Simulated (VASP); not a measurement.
A run of VASP 6.6.1 is set up as follows.

The input INCAR:

```
PREC = Accurate
ENCUT = 600
EDIFF = 1E-6
ISMEAR = -1
SIGMA = 0.05
LREAL = F
LASPH = T
NELM = 200
ALGO = Normal
ISIF = 2
LWAVE = F
LCHARG = T
ISPIN = 2
MAGMOM = 3.8 0
LORBIT = 11
NUPDOWN = 3.8
LMAXMIX = 4
GGA = PS
LELF = T
LVHAR = T
NBANDS = 22
GGA_COMPAT = F
```

Contents of KPOINTS:

```
regular mesh
0
Gamma
  9 9 9
```

File POSCAR:

```
FeO
1.0
    0.0000000000      2.1554000000      2.1554000000
    2.1554000000      0.0000000000      2.1554000000
    2.1554000000      2.1554000000      0.0000000000
Fe O
1 1
Direct
    0.0000000000      0.0000000000      0.0000000000
    0.5000000000      0.5000000000      0.5000000000
```

Potentials or basis: VASP PAW PBE potentials, release 64 (Fe_sv, O).

The run is started by

```sh
$ cat potpaw_PBE.64/Fe_sv/POTCAR potpaw_PBE.64/O/POTCAR > POTCAR
$ mpirun -np 1 vasp_std > vasp.out
```

(1) Estimate the pressure.

Answers

(1) -13.4 GPa.

Caveat: the PAW data sets were made with another functional, which shifts forces and pressure a little; the total moment is fixed, so each spin has its own Fermi level; a cell with one magnetic atom can't hold antiferromagnetic order, which such compounds often take.
